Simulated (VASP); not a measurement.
The system is GaSe4.

```
CELL_PARAMETERS angstrom
5.35284 0.00000 0.00000
0.00000 5.35284 0.00000
0.00000 0.00000 5.35284
ATOMIC_POSITIONS crystal
Ga 0.50000 0.50000 0.50000
Se 0.50000 0.00000 0.00000
Se 0.00000 0.50000 0.00000
Se 0.00000 0.00000 0.50000
Se 0.00000 0.00000 0.00000
```

| Item | Value |
| --- | --- |
| Program | VASP 6.6.1 |
| Task | relaxation of cell and atoms |
| Functional | PBE |
| Potentials or basis | VASP PAW PBE potentials, release 64 (Ga_d, Se) |
| Cutoff | 600 eV |
| k mesh | 4 × 4 × 4 |
| Occupations | gaussian, width 0.1 eV |
| Spin | no spin polarisation |

At the start: pressure -3.1 GPa; volume 30.67 Å³/atom.

Q: How do energy, volume and symmetry change on relaxing?

A: Over 3 steps the energy falls by 32.0 meV/atom and the volume is 27.66 Å³/atom (-9.8 %); space group Pm-3m (No. 221, to 0.05 Å).

Step by step:
| step | energy change (eV) | largest force (eV/Å) | pressure (GPa) | volume (Å³) |
| --- | --- | --- | --- | --- |
| 1 | 0.0000 | 0.0000 | -3.14 | 153.37 |
| 2 | -0.1561 | 0.0000 | -0.56 | 140.42 |
| 3 | -0.1600 | 0.0000 | 0.00 | 138.29 |

Final structure:
```
Ga Se
1.0
     5.17123    0.00000    0.00000
     0.00000    5.17123    0.00000
     0.00000    0.00000    5.17123
Ga Se
1 4
Direct
  0.50000 0.50000 0.50000
  0.50000 0.00000 0.00000
  0.00000 0.50000 0.00000
  0.00000 0.00000 0.50000
  0.00000 0.00000 0.00000
```
